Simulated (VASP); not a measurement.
# Al3InAs4 (P-43m) in VASP: single point with PBEsol

Aim: the single point of Al3InAs4 with PBEsol.

All numbers are computed with VASP 6.6.1; they aren't measurements. Logs are shortened: lines on timing, memory, paths and dates and some standing lists are left out, and cuts for length are marked.

**1. The cell of the first run**

Symmetry: P-43m, No. 215, cubic system. Conventional cell: a = 5.163 Å, b = 5.163 Å, c = 5.163 Å, α = 90.00°, β = 90.00°, γ = 90.00°. Within 2.9 Å of Al (site symmetry -42m) lie 4 As at 2.22 Å. In (site symmetry -43m) has 4 As at 2.28 Å within 3.0 Å. As (site symmetry 3m) has 3 Al at 2.22 Å and 1 In at 2.28 Å within 2.9 Å.

**2. Single point, PBEsol**

INCAR reads:

```
SYSTEM = Al3InAs4
PREC = Accurate ; ENCUT = 520
EDIFF = 1E-6 ; ISMEAR = 0
SIGMA = 0.1 ; LREAL = .FALSE.
LASPH = .TRUE. ; NELM = 60
ALGO = Normal ; ISIF = 2
LWAVE = .FALSE. ; LCHARG = .FALSE.
GGA = PS ; NBANDS = 31
```

KPOINTS reads:

```
regular mesh
0
G
  4 4 4
  0 0 0
```

POSCAR reads:

```
Al3InAs4
1.0
    5.1627778515      0.0000000000      0.0000000000
    0.0000000000      5.1627778515      0.0000000000
    0.0000000000      0.0000000000      5.1627778515
Al In As
3 1 4
Direct
    0.5000000000      0.5000000000      0.0000000000
    0.5000000000      0.0000000000      0.5000000000
    0.0000000000      0.5000000000      0.5000000000
    0.0000000000      0.0000000000      0.0000000000
    0.7447077174      0.7447077174      0.2552922826
    0.7447077174      0.2552922826      0.7447077174
    0.2552922826      0.7447077174      0.7447077174
    0.2552922826      0.2552922826      0.2552922826
```

Potentials or basis: VASP PAW PBE potentials, release 64 (Al, In_d, As).

Started as:

```console
> cat potpaw_PBE.64/Al/POTCAR potpaw_PBE.64/In_d/POTCAR potpaw_PBE.64/As/POTCAR > POTCAR
> mpirun -np 1 vasp_std > vasp.out
```

OUTCAR:

```text
SYSTEM = Al3InAs4
   PREC = Accurate
   ENCUT = 520
   EDIFF = 1E-6
   ISMEAR = 0
   LREAL = .FALSE.
   LASPH = .TRUE.
   NELM = 60
   ISIF = 2
   GGA = PS

 ion  position               nearest neighbor table
   1  0.500  0.500  0.000-   5 2.22   6 2.22   7 2.22   8 2.22   4 3.65   4 3.65   4 3.65   4 3.65

   2  0.500  0.000  0.500-   5 2.22   6 2.22   7 2.22   8 2.22   4 3.65   4 3.65   4 3.65   4 3.65

   3  0.000  0.500  0.500-   5 2.22   6 2.22   7 2.22   8 2.22   4 3.65   4 3.65   4 3.65   4 3.65

   4  0.000  0.000  0.000-   5 2.28   6 2.28   7 2.28   8 2.28   2 3.65   3 3.65   1 3.65   2 3.65
                             3 3.65   1 3.65   3 3.65   3 3.65   1 3.65   2 3.65   2 3.65   1 3.65
   5  0.745  0.745  0.255-   1 2.22   2 2.22   3 2.22   4 2.28
   6  0.745  0.255  0.745-   1 2.22   2 2.22   3 2.22   4 2.28
   7  0.255  0.745  0.745-   1 2.22   2 2.22   3 2.22   4 2.28
   8  0.255  0.255  0.255-   1 2.22   2 2.22   3 2.22   4 2.28

  LATTYP: Found a simple cubic cell.
 ALAT       =     5.1627778515

  Lattice vectors:

 A1 = (   5.1627778515,   0.0000000000,   0.0000000000)
 A2 = (   0.0000000000,   5.1627778515,   0.0000000000)
 A3 = (   0.0000000000,   0.0000000000,   5.1627778515)

Analysis of symmetry for initial positions (statically):
=====================================================================
 Subroutine PRICEL returns:
 Original cell was already a primitive cell.

 Routine SETGRP: Setting up the symmetry group for a
 simple cubic supercell.

 Subroutine GETGRP returns: Found 24 space group operations
 (whereof 24 operations were pure point group operations)
 out of a pool of 48 trial point group operations.

The static configuration has the point symmetry T_d .

Analysis of symmetry for dynamics (positions and initial velocities):
=====================================================================
 Subroutine PRICEL returns:
 Original cell was already a primitive cell.

 Routine SETGRP: Setting up the symmetry group for a
 simple cubic supercell.

 Subroutine GETGRP returns: Found 24 space group operations
 (whereof 24 operations were pure point group operations)
 out of a pool of 48 trial point group operations.

The dynamic configuration has the point symmetry T_d .

 Subroutine INISYM returns: Found 24 space group operations
 (whereof 24 operations are pure point group operations),
 and found     1 'primitive' translations

----------------------------------------------------------------------------------------

                                     Primitive cell

  volume of cell :     137.6101

  direct lattice vectors                    reciprocal lattice vectors
     5.162777851  0.000000000  0.000000000     0.193694176  0.000000000  0.000000000
     0.000000000  5.162777851  0.000000000     0.000000000  0.193694176  0.000000000
     0.000000000  0.000000000  5.162777851     0.000000000  0.000000000  0.193694176

  length of vectors
     5.162777851  5.162777851  5.162777851     0.193694176  0.193694176  0.193694176

  position of ions in fractional coordinates (direct lattice)
     0.500000000  0.500000000  0.000000000
     0.500000000  0.000000000  0.500000000
     0.000000000  0.500000000  0.500000000
     0.000000000  0.000000000  0.000000000
     0.744707717  0.744707717  0.255292283
     0.744707717  0.255292283  0.744707717
     0.255292283  0.744707717  0.744707717
     0.255292283  0.255292283  0.255292283

  ion indices of the primitive-cell ions
   primitive index   ion index
                 1           1
                 2           2
                 3           3
                 4           4
                 5           5
                 6           6
                 7           7
                 8           8

----------------------------------------------------------------------------------------

 KPOINTS: regular mesh

Automatic generation of k-mesh.
 Grid dimensions read from file:
 generate k-points for:    4    4    4

 Generating k-lattice:

  Cartesian coordinates                     Fractional coordinates (reciprocal lattice)
     0.048423544  0.000000000  0.000000000     0.250000000  0.000000000  0.000000000
     0.000000000  0.048423544  0.000000000     0.000000000  0.250000000  0.000000000
     0.000000000  0.000000000  0.048423544     0.000000000  0.000000000  0.250000000

  Length of vectors
     0.048423544  0.048423544  0.048423544

  Shift w.r.t. Gamma in fractional coordinates (k-lattice)
     0.000000000  0.000000000  0.000000000

 Subroutine IBZKPT returns following result:
 ===========================================

 Found     10 irreducible k-points:

 Following reciprocal coordinates:
            Coordinates               Weight
  0.000000  0.000000  0.000000      1.000000
  0.250000  0.000000  0.000000      6.000000
  0.500000  0.000000  0.000000      3.000000
  0.250000  0.250000  0.000000     12.000000
  0.500000  0.250000  0.000000     12.000000
  0.500000  0.500000  0.000000      3.000000
  0.250000  0.250000  0.250000      8.000000
  0.500000  0.250000  0.250000     12.000000
  0.500000  0.500000  0.250000      6.000000
  0.500000  0.500000  0.500000      1.000000
   k-points           NKPTS =     10   k-points in BZ     NKDIM =     10   number of bands    NBANDS=     31
   number of dos      NEDOS =    301   number of ions     NIONS =      8
   total plane-waves  NPLWV =  64000
   dimension x,y,z NGX =    40 NGY =   40 NGZ =   40
   dimension x,y,z NGXF=    80 NGYF=   80 NGZF=   80
   ions per type =               3   1   4
   NGX,Y,Z   is equivalent  to a cutoff of  12.88, 12.88, 12.88 a.u.
   NGXF,Y,Z  is equivalent  to a cutoff of  25.76, 25.76, 25.76 a.u.
 SYSTEM =  Al3InAs4
   PREC   = accura    normal or accurate (medium, high low for compatibility)
   ISTART =      0    job   : 0-new  1-cont  2-samecut
   ICHARG =      2    charge: 1-file 2-atom 10-const
   ISPIN  =      1    spin polarized calculation?
   LNONCOLLINEAR =      F non collinear calculations
   LSORBIT =      F    spin-orbit coupling
   LASPH  =      T    aspherical Exc in radial PAW
   ENCUT  =  520.0 eV  38.22 Ry    6.18 a.u.   9.60  9.60  9.60*2*pi/ulx,y,z
   NELM   =     60;   NELMIN=  2; NELMDL= -5     # of ELM steps
   EDIFF  = 0.1E-05   stopping-criterion for ELM
   LREAL  =      F    real-space projection
   EDIFFG = 0.1E-04   stopping-criterion for IOM
   NSW    =      0    number of steps for IOM
   IBRION =     -1    ionic relax: 0-MD 1-quasi-New 2-CG
   NFREE  =      0    steps in history (QN), initial steepest desc. (CG)
   ISIF   =      2    stress and relaxation
   ISYM   =      2    0-nonsym 1-usesym 2-fastsym
   POTIM  = 0.5000    time-step for ionic-motion
   TEBEG  =    0.0;   TEEND  =   0.0 temperature during run
   PSTRESS=    0.0 pullay stress
   NELECT =      42.0000    total number of electrons
   NUPDOWN=      -1.0000    fix difference up-down
   EMIN   =  10.00;   EMAX   =-10.00  energy-range for DOS
   EFERMI =   0.00;   METHOD = LEGACY
   ISMEAR =     0;   SIGMA  =   0.10  broadening in eV -4-tet -1-fermi 0-gaus
   EFERMI_NEDOS =   21; number of points for ismear=-14 and -15
   IALGO  =     38    algorithm
   IMIX   =      4    mixing-type and parameters
     AMIX     =   0.40;   BMIX     =  1.00
     AMIX_MAG =   1.60;   BMIX_MAG =  1.00
  volume/ion in A,a.u.               =      17.20       116.08
  Fermi-wavevector in a.u.,A,eV,Ry     =   1.102236  2.082924 16.530040  1.214924
  Thomas-Fermi vector in A             =   2.238675
   LORBIT       =      0    0 simple, 1 ext, 2 COOP (PROOUT), +10 PAW based schemes
   GGA     = PS    functional components
   LHFCALC =     F    Hartree Fock is set to
   AEXX    =    0.0000 exact exchange contribution
   IVDW    =     0    specifies the selected vdW correction
   LEPSILON=     F    determine dielectric tensor
   LRPA    =     F    only Hartree local field effects (RPA)
 non-spin polarized calculation
 Gauss-broadening in eV      SIGMA  =   0.10
  energy-cutoff  :      520.00
  volume of cell :      137.61
 maximum number of plane-waves:      3743
 NGX is ok and might be reduce to    40
   NGX = 19   NGY = 19   NGZ = 19

 number of electron      41.9999985 magnetization

 Free energy of the ion-electron system (eV)
  ---------------------------------------------------
  ext. energy  EPLUGINS =         0.00000000
  ---------------------------------------------------
  free energy    TOTEN  =       -32.32827847 eV

  energy without entropy =      -32.32827847  energy(sigma->0) =      -32.32827847

 E-fermi :   7.7585     XC(G=0): -10.6147

 val. band max:        7.3096376717   @ k =   0.0000   0.0000   0.0000
 cond. band min:       8.3438728983   @ k =   0.0000   0.0000   0.0000
 fundamental gap:      1.0342352266
 Fermi energy:         7.7584793303

 k-point     1 :       0.0000    0.0000    0.0000
  band No.  band energies     occupation
      1      -7.8429      2.00000
      2      -7.8429      2.00000
      3      -7.8429      2.00000
      4      -7.4502      2.00000
      5      -7.4502      2.00000
      6      -6.7904      2.00000
[... 23 lines left out ...]
     30      12.0631      0.00000
     31      12.0631      0.00000

 k-point     2 :       0.2500    0.0000    0.0000
  band No.  band energies     occupation
      1      -7.8664      2.00000
      2      -7.8499      2.00000
      3      -7.8499      2.00000
      4      -7.4485      2.00000
      5      -7.4443      2.00000
      6      -6.4639      2.00000
[... 23 lines left out ...]
     30      13.2423      0.00000
     31      13.2423      0.00000

 k-point     3 :       0.5000    0.0000    0.0000
  band No.  band energies     occupation
      1      -7.8843      2.00000
      2      -7.8568      2.00000
      3      -7.8568      2.00000
      4      -7.4467      2.00000
      5      -7.4394      2.00000
      6      -5.7121      2.00000
[... 227 lines left out ...]
     30      12.6795      0.00000
     31      12.9469      0.00000

 k-point    10 :       0.5000    0.5000    0.5000
  band No.  band energies     occupation
      1      -7.9000      2.00000
      2      -7.9000      2.00000
      3      -7.9000      2.00000
      4      -7.4254      2.00000
      5      -7.4254      2.00000
      6      -4.7140      2.00000
[... 23 lines left out ...]
     30      12.2493      0.00000
     31      12.2493      0.00000

------------------------ aborting loop because EDIFF is reached ----------------------------------------

  FORCE on cell =-STRESS in cart. coord.  units (eV):
  Direction    XX          YY          ZZ          XY          YZ          ZX
  --------------------------------------------------------------------------------------
  -------------------------------------------------------------------------------------
  Total       41.1866693     41.1866693     41.1866693     -0.0000000      0.0000000     -0.0000000
  in kB      479.5312782    479.5312782    479.5312782     -0.0000000      0.0000000     -0.0000000
  external PRESSURE =     479.5312782 kB  Pullay stress =       0.0000000 kB

 VOLUME and BASIS-vectors are now :
 -----------------------------------------------------------------------------
  energy-cutoff  :      520.00
  volume of cell :      137.61
      direct lattice vectors                 reciprocal lattice vectors
     5.162777851  0.000000000  0.000000000     0.193694176  0.000000000  0.000000000
     0.000000000  5.162777851  0.000000000     0.000000000  0.193694176  0.000000000
     0.000000000  0.000000000  5.162777851     0.000000000  0.000000000  0.193694176

 POSITION                                       TOTAL-FORCE (eV/Angst)
 -----------------------------------------------------------------------------------
      2.58139      2.58139      0.00000        -0.000000     -0.000000      0.000000
      2.58139      0.00000      2.58139        -0.000000     -0.000000      0.000000
      0.00000      2.58139      2.58139        -0.000000     -0.000000      0.000000
      0.00000      0.00000      0.00000        -0.000000     -0.000000      0.000000
      3.84476      3.84476      1.31802        -1.038217     -1.038217      1.038217
      3.84476      1.31802      3.84476        -1.038217      1.038217     -1.038217
      1.31802      3.84476      3.84476         1.038217     -1.038217     -1.038217
      1.31802      1.31802      1.31802         1.038217      1.038217      1.038217
 -----------------------------------------------------------------------------------
    total drift:                                0.000000      0.000000      0.000000

  FREE ENERGIE OF THE ION-ELECTRON SYSTEM (eV)
  ---------------------------------------------------
  free  energy   TOTEN  =       -32.3282784738 eV

  energy  without entropy=      -32.3282784738  energy(sigma->0) =      -32.32827847
```

Wall time 46 s (1 thread of Intel Xeon Platinum 8375C at 2.90GHz (Ice Lake), shared host); peak memory 0.25 GiB.

Results:

* Free energy: -32.3283 eV
* Pressure: 48.0 GPa
* Largest force: 1.798 eV/Å
* Band gap on the k mesh: 1.03 eV, direct

Forces in eV/Å, atoms in the order of the input:
```
Al   0.000  0.000  0.000
Al   0.000  0.000  0.000
Al   0.000  0.000  0.000
In   0.000  0.000  0.000
As  -1.038 -1.038  1.038
As  -1.038  1.038 -1.038
As   1.038 -1.038 -1.038
As   1.038  1.038  1.038
```

Levels at points of the mesh, in eV from the valence-band top:
```
           k point  band 18  band 19  band 20  band 21  band 22  band 23  band 24  band 25
(0.00, 0.00, 0.00)    -3.00     0.00     0.00     0.00     1.03     1.03     1.03     1.78
(0.50, 0.00, 0.00)    -2.00    -2.00    -1.69    -1.69     2.33     2.63     3.76     4.09
(0.50, 0.50, 0.00)    -1.48    -1.09    -1.03    -1.03     3.41     3.41     3.91     3.94
(0.50, 0.50, 0.50)    -1.13    -0.71    -0.71    -0.71     2.93     3.16     3.16     3.16
```

Caveat: the PAW data sets were made with another functional, which shifts forces and pressure a little; spin-orbit coupling is left out, which moves the levels of the heavy elements.
